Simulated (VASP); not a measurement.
# Si16Ge (a cell with a defect) in VASP: a series of runs, part 2 of 2

VASP 6.6.1. The steps go on from the part before.

## (4) Single point, PBE

Input file INCAR:

```
PREC = Accurate ; ENCUT = 520
EDIFF = 1E-6 ; ISMEAR = 0
SIGMA = 0.05 ; LREAL = Auto
LASPH = True ; NELM = 60
ALGO = Normal ; ISIF = 2
LWAVE = False ; LCHARG = False
GGA = PE ; NBANDS = 53
```

Input file KPOINTS:

```
Automatic mesh
0
Gamma
  2 2 2
```

Input file POSCAR:

```
Si16Ge
1.0
    0.0000000000      5.4300000000      5.4300000000
    5.4300000000      0.0000000000      5.4300000000
    5.4300000000      5.4300000000      0.0000000000
Si Ge
16 1
Direct
    0.0115235363     -0.0348244066      0.0102974200
    0.1587785973      0.1130744575      0.1143513800
    0.0177202465     -0.0023645629      0.4862231224
    0.1268076311      0.1066677281      0.6383434059
    0.0114999011      0.5120024221      0.0103960862
    0.1014674131      0.6018332212      0.1940354036
   -0.0250612443      0.4753275636      0.5738042816
    0.1268630193      0.6274159585      0.6384605921
    0.5223325440      0.0229195453     -0.0687126440
    0.6122879138      0.1129952938      0.1146145985
    0.4971245054     -0.0022900056      0.4865251105
    0.6489445663      0.1493637459      0.5517763190
    0.4647140370      0.5120598087      0.0101556456
    0.6123746466      0.6594282230      0.1144233660
    0.4970958395      0.5181349359      0.4863069616
    0.6063156009      0.6273393183      0.6381808076
    0.8120309462      0.3126991534      0.0616141433
```

Potentials or basis: VASP PAW PBE potentials, release 64 (Si, Ge_d).

Run with:

```console
$ cat potpaw_PBE.64/Si/POTCAR potpaw_PBE.64/Ge_d/POTCAR > POTCAR
$ mpirun -np 1 vasp_std > vasp.out
```

OUTCAR:

```text
PREC = Accurate
   ENCUT = 520
   EDIFF = 1E-6
   ISMEAR = 0
   LREAL = Auto
   LASPH = True
   NELM = 60
   ISIF = 2
   GGA = PE

 ion  position               nearest neighbor table
   1  0.012  0.965  0.010-   6 2.32   4 2.34  17 2.45   2 2.51  10 2.51
   2  0.159  0.113  0.114-   9 2.32   3 2.33  17 2.45   5 2.51   1 2.51
   3  0.018  0.998  0.486-   8 2.33   4 2.33   2 2.33  12 2.34
   4  0.127  0.107  0.638-   3 2.33  11 2.33   1 2.34   7 2.34
   5  0.011  0.512  0.010-   6 2.32   8 2.33  17 2.45   2 2.51  14 2.51
   6  0.101  0.602  0.194-  13 2.32   1 2.32   5 2.32   7 2.38
   7  0.975  0.475  0.574-   8 2.34  16 2.34   4 2.34   6 2.38
   8  0.127  0.627  0.638-   3 2.33  15 2.33   5 2.33   7 2.34
   9  0.522  0.023  0.931-  10 2.32  14 2.32   2 2.32  12 2.38
  10  0.612  0.113  0.115-   9 2.32  11 2.33  17 2.44  13 2.51   1 2.51
  11  0.497  0.998  0.487-   4 2.33  16 2.33  10 2.33  12 2.34
  12  0.649  0.149  0.552-  11 2.34   3 2.34  15 2.34   9 2.38
  13  0.465  0.512  0.010-   6 2.32  16 2.34  17 2.45  10 2.51  14 2.51
  14  0.612  0.659  0.114-   9 2.32  15 2.33  17 2.45   5 2.51  13 2.51
  15  0.497  0.518  0.486-   8 2.33  16 2.33  14 2.33  12 2.34
  16  0.606  0.627  0.638-  15 2.33  11 2.33  13 2.34   7 2.34
  17  0.812  0.313  0.062-  10 2.44  13 2.45   2 2.45  14 2.45   5 2.45   1 2.45
[... 209 lines left out ...]
      3     -17.7865      2.00000
      4     -17.7865      2.00000
      5     -17.7809      2.00000
      6      -6.3397      2.00000
[... 421 lines left out ...]
     50      10.3870      0.00000
     51      10.4221      0.00000
 [bands above 51 left out]

------------------------ aborting loop because EDIFF is reached ----------------------------------------

  FORCE on cell =-STRESS in cart. coord.  units (eV):
  Direction    XX          YY          ZZ          XY          YZ          ZX
  --------------------------------------------------------------------------------------
  -------------------------------------------------------------------------------------
  Total       10.8719730     10.8728640     10.8762522     -1.2836400      1.2827641      1.2800525
  in kB       54.3988178     54.4032763     54.4202296     -6.4227991      6.4184163      6.4048490
  external PRESSURE =      54.4074412 kB  Pullay stress =       0.0000000 kB

 VOLUME and BASIS-vectors are now :
 -----------------------------------------------------------------------------
  energy-cutoff  :      520.00
  volume of cell :      320.21
      direct lattice vectors                 reciprocal lattice vectors
     0.000000000  5.430000000  5.430000000    -0.092081031  0.092081031  0.092081031
     5.430000000  0.000000000  5.430000000     0.092081031 -0.092081031  0.092081031
     5.430000000  5.430000000  0.000000000     0.092081031  0.092081031 -0.092081031

 POSITION                                       TOTAL-FORCE (eV/Angst)
 -----------------------------------------------------------------------------------
      5.29682      0.11849      5.30348         0.013629     -0.006673      0.008693
      1.23492      1.48310      1.47616         0.000151     -0.009167     -0.007074
      8.05735      2.73641      5.51338         0.006878     -0.002567     -0.003950
      4.04541      4.15477      1.26777         0.000102      0.000039      0.005720
      2.83662      0.11890      2.84262         0.000602     -0.003492     -0.007007
      4.32157      1.60458      3.81892        -0.003098     -0.007174      0.000539
[... 9 lines left out ...]
      6.87177      6.75762      6.69875         0.000941     -0.001655      0.002720
      2.03252      4.74389      6.10728         0.000891      0.004048      0.003752
 -----------------------------------------------------------------------------------
    total drift:                                0.002056      0.004745      0.003012

  FREE ENERGIE OF THE ION-ELECTRON SYSTEM (eV)
  ---------------------------------------------------
  free  energy   TOTEN  =       -86.3578606729 eV

  energy  without entropy=      -86.3567852451  energy(sigma->0) =      -86.35732296
```

OSZICAR:

```text
N       E                     dE             d eps       ncg     rms          rms(c)
DAV:   1     0.401795714438E+03    0.40180E+03   -0.30035E+04  1061   0.161E+03
DAV:   2    -0.222567708860E+02   -0.42405E+03   -0.39366E+03   936   0.417E+02
DAV:   3    -0.840491790778E+02   -0.61792E+02   -0.59199E+02  1016   0.102E+02
DAV:   4    -0.877460822887E+02   -0.36969E+01   -0.36348E+01  1080   0.295E+01
DAV:   5    -0.878636517715E+02   -0.11757E+00   -0.11731E+00  1064   0.490E+00    0.142E+01
DAV:   6    -0.867946731857E+02    0.10690E+01   -0.71952E-01  1027   0.264E+00    0.856E+00
DAV:   7    -0.863509772097E+02    0.44370E+00   -0.11999E+00   984   0.337E+00    0.652E-01
DAV:   8    -0.863552651214E+02   -0.42879E-02   -0.90340E-02  1035   0.125E+00    0.409E-01
DAV:   9    -0.863569259451E+02   -0.16608E-02   -0.66567E-03  1048   0.347E-01    0.212E-01
DAV:  10    -0.863576327716E+02   -0.70683E-03   -0.10603E-03  1003   0.113E-01    0.889E-02
DAV:  11    -0.863578457403E+02   -0.21297E-03   -0.28846E-04   984   0.758E-02    0.275E-02
DAV:  12    -0.863578580162E+02   -0.12276E-04   -0.18814E-05  1083   0.216E-02    0.854E-03
DAV:  13    -0.863578600556E+02   -0.20394E-05   -0.53034E-06  1008   0.899E-03    0.233E-03
DAV:  14    -0.863578606729E+02   -0.61734E-06   -0.10122E-06   635   0.469E-03
   1 F= -.86357861E+02 E0= -.86357323E+02  d E =-.107543E-02
```

Run time: 2.3 min. Hardware: 1 thread of AMD EPYC 9R45 (Zen 5), shared host; peak memory 0.46 GiB.

Results:

```yaml
Free_energy: -86.3579 eV
Pressure: 5.4 GPa
Largest_force: 0.019 eV/Å
Band_gap_on_the_k_mesh: 0.15 eV
```

Forces in eV/Å, atoms in the order of the input:
```
Si   0.014 -0.007  0.009
Si   0.000 -0.009 -0.007
Si   0.007 -0.003 -0.004
Si   0.000  0.000  0.006
Si   0.001 -0.003 -0.007
Si  -0.003 -0.007  0.001
Si   0.008  0.008 -0.011
Si  -0.007 -0.005 -0.002
Si   0.004  0.001 -0.008
Si   0.005  0.012  0.010
Si   0.000  0.002 -0.003
Si  -0.010 -0.013  0.008
Si  -0.004  0.008  0.013
Si  -0.015  0.006 -0.009
Si  -0.001  0.006 -0.001
Si   0.001 -0.002  0.003
Ge   0.001  0.004  0.004
```

Stress tensor (GPa, compression positive):
```
 5.44 -0.64  0.64
-0.64  5.44  0.64
 0.64  0.64  5.44
```

Caveat: the k points lie up to 0.50 Å⁻¹ apart.

## (5) Single point, PBE

Input file INCAR:

```
PREC = Accurate ; ENCUT = 520
EDIFF = 1E-6 ; ISMEAR = 0
SIGMA = 0.05 ; LREAL = Auto
LASPH = T ; NELM = 100
ALGO = Normal ; ISIF = 2
LWAVE = F ; LCHARG = F
GGA = PE ; NBANDS = 53
```

Input file KPOINTS:

```
regular mesh
0
Gamma
  2 2 2
```

Input file POSCAR:

```
Si16Ge
1.0
    0.0000000000      5.4300000000      5.4300000000
    5.4300000000      0.0000000000      5.4300000000
    5.4300000000      5.4300000000      0.0000000000
Si Ge
16 1
Direct
   -0.0144734259     -0.0017982094     -0.0014807207
    0.0530298906      0.1488440238      0.1493164384
   -0.0144400777     -0.0018908537      0.5182442027
    0.1373922906      0.1067101163      0.6281616420
   -0.0144710964      0.5177858866     -0.0014873635
    0.1373585358      0.6278291626      0.1070120337
    0.0745033913      0.4750732674      0.4753706616
    0.1373946137      0.6277595301      0.6281564901
    0.4321117249      0.0225888903      0.0227196211
    0.6137241920      0.1137675753      0.1137620376
    0.5094883871     -0.0351480813      0.5128202709
    0.6137619580      0.1136661347      0.6589049268
    0.5094733219      0.5127474966     -0.0349692745
    0.6137267783      0.6587568834      0.1137548721
    0.5094893935      0.5128447862      0.5128263825
    0.6945322078      0.6017725190      0.6019344578
    0.5567581547      0.3143194721      0.3146245415
```

Run with:

```console
$ cat potpaw_PBE.64/Si/POTCAR potpaw_PBE.64/Ge_d/POTCAR > POTCAR
$ mpirun -np 1 vasp_std > vasp.out
```

It took 2.5 min on 1 thread of AMD EPYC 9R45 (Zen 5), shared host; peak memory 0.46 GiB.

It converged, with:

```yaml
Free_energy: -86.3578 eV
Pressure: 5.4 GPa
Largest_force: 0.019 eV/Å
Band_gap_on_the_k_mesh: 0.15 eV
```

Forces on the atoms (eV/Å):
```
Si  -0.003  0.000 -0.001
Si   0.008 -0.011 -0.008
Si   0.001  0.002  0.000
Si  -0.002  0.002 -0.007
Si   0.001  0.000  0.003
Si  -0.002 -0.008  0.002
Si  -0.011  0.009  0.011
Si   0.007  0.002  0.002
Si  -0.004  0.004  0.004
Si   0.005  0.008  0.005
Si   0.007 -0.003  0.005
Si  -0.005 -0.005  0.005
Si   0.006  0.004 -0.005
Si  -0.005  0.008 -0.005
Si  -0.005 -0.003 -0.007
Si   0.011 -0.010 -0.011
Ge  -0.007  0.003  0.007
```

Stress tensor (GPa, compression positive):
```
 5.45  0.65  0.65
 0.65  5.45 -0.65
 0.65 -0.65  5.45
```

Levels at points of the mesh, in eV from the valence-band top:
| k point | band 36 | band 37 | band 38 | band 39 | band 40 | band 41 | band 42 | band 43 |
| --- | --- | --- | --- | --- | --- | --- | --- | --- |
| (0.00, 0.00, 0.00) | -0.95 | -0.36 | -0.34 | -0.34 | 0.15 | 0.15 | 0.50 | 0.50 |
| (0.50, 0.00, 0.00) | -1.07 | -1.01 | -1.01 | 0.00 | 0.64 | 0.64 | 1.38 | 1.48 |
| (0.00, 0.50, 0.00) | -1.23 | -1.14 | -0.55 | -0.23 | 0.46 | 0.95 | 1.10 | 1.31 |
| (0.00, 0.00, 0.50) | -1.23 | -1.14 | -0.55 | -0.23 | 0.46 | 0.95 | 1.10 | 1.31 |
| (0.50, 0.50, 0.50) | -1.23 | -1.14 | -0.55 | -0.23 | 0.46 | 0.95 | 1.10 | 1.31 |
| (0.50, 0.50, 0.00) | -1.60 | -1.48 | -0.37 | -0.04 | 0.65 | 1.63 | 1.65 | 1.98 |
| (0.00, 0.50, 0.50) | -1.60 | -1.48 | -0.37 | -0.04 | 0.65 | 1.63 | 1.65 | 1.98 |
| (0.50, 0.00, 0.50) | -1.60 | -1.48 | -0.37 | -0.04 | 0.65 | 1.63 | 1.65 | 1.98 |

Caveat: the k points lie up to 0.50 Å⁻¹ apart.

## (6) Single point, PBE

Input file INCAR:

```
SYSTEM = Si16Ge
PREC = Accurate
ENCUT = 520
EDIFF = 1E-6
ISMEAR = 0
SIGMA = 0.05
LREAL = Auto
LASPH = .True.
NELM = 60
ALGO = Normal
ISIF = 2
LWAVE = .False.
LCHARG = .False.
GGA = PE
NBANDS = 53
```

Input file KPOINTS:

```
regular mesh
0
Gamma
  2 2 2
  0 0 0
```

Input file POSCAR:

```
Si16Ge
1.0
    0.0000000000      5.4300000000      5.4300000000
    5.4300000000      0.0000000000      5.4300000000
    5.4300000000      5.4300000000      0.0000000000
Si Ge
16 1
Direct
    0.0115235727     -0.0348244936      0.0102974217
    0.1587786372      0.1130744015      0.1143513812
    0.0177201657     -0.0023645488      0.4862231123
    0.1268076427      0.1066676796      0.6383433702
    0.0114999079      0.5120024862      0.0103960405
    0.1014673112      0.6018332413      0.1940354512
   -0.0250612339      0.4753275322      0.5738043278
    0.1268629834      0.6274160221      0.6384605893
    0.5223325046      0.0229196133     -0.0687126151
    0.6122879374      0.1129953039      0.1146146409
    0.4971244015     -0.0022899632      0.4865251381
    0.6489444751      0.1493638122      0.5517763352
    0.4647139963      0.5120598527      0.0101556169
    0.6123746777      0.6594282689      0.1144232965
    0.4970957643      0.5181349908      0.4863069982
    0.6063156538      0.6273392265      0.6381808471
    0.8120309392      0.3126990792      0.0616141805
```

Potentials or basis: VASP PAW PBE potentials, release 64 (Si, Ge_d).

Run with:

```console
$ cat potpaw_PBE.64/Si/POTCAR potpaw_PBE.64/Ge_d/POTCAR > POTCAR
$ mpirun -np 1 vasp_std > vasp.out
```

Run time: 2.3 min. Hardware: 1 thread of AMD EPYC 9R45 (Zen 5), shared host; peak memory 0.46 GiB.

Results (log left out):

| Quantity | Value |
| --- | --- |
| Free energy | -86.3579 eV |
| Pressure | 5.4 GPa |
| Largest force | 0.019 eV/Å |
| Band gap on the k mesh | 0.15 eV |

Forces in eV/Å, atoms in the order of the input:
```
Si   0.014 -0.007  0.009
Si   0.000 -0.009 -0.007
Si   0.007 -0.003 -0.004
Si   0.000  0.000  0.006
Si   0.001 -0.003 -0.007
Si  -0.003 -0.007  0.001
Si   0.008  0.008 -0.011
Si  -0.007 -0.005 -0.002
Si   0.004  0.001 -0.008
Si   0.005  0.012  0.010
Si   0.000  0.002 -0.003
Si  -0.010 -0.013  0.008
Si  -0.004  0.008  0.013
Si  -0.015  0.006 -0.009
Si  -0.001  0.006 -0.001
Si   0.001 -0.002  0.003
Ge   0.001  0.004  0.004
```

Stress tensor (GPa, compression positive):
```
 5.44 -0.64  0.64
-0.64  5.44  0.64
 0.64  0.64  5.44
```

Levels at points of the mesh, in eV from the valence-band top:
| k point | band 37 | band 38 | band 39 | band 40 | band 41 | band 42 |
| --- | --- | --- | --- | --- | --- | --- |
| (0.00, 0.00, 0.00) | -0.36 | -0.33 | -0.33 | 0.15 | 0.15 | 0.50 |
| (0.50, 0.00, 0.00) | -1.14 | -0.55 | -0.23 | 0.46 | 0.95 | 1.10 |
| (0.00, 0.50, 0.00) | -1.13 | -0.55 | -0.23 | 0.46 | 0.95 | 1.10 |
| (0.00, 0.00, 0.50) | -1.00 | -1.00 | 0.00 | 0.65 | 0.65 | 1.39 |
| (0.50, 0.50, 0.50) | -1.14 | -0.55 | -0.23 | 0.46 | 0.95 | 1.10 |
| (0.50, 0.50, 0.00) | -1.48 | -0.36 | -0.04 | 0.66 | 1.63 | 1.65 |
| (0.00, 0.50, 0.50) | -1.48 | -0.36 | -0.04 | 0.66 | 1.63 | 1.65 |
| (0.50, 0.00, 0.50) | -1.48 | -0.36 | -0.04 | 0.66 | 1.63 | 1.65 |

Caveat: the k points lie up to 0.50 Å⁻¹ apart.
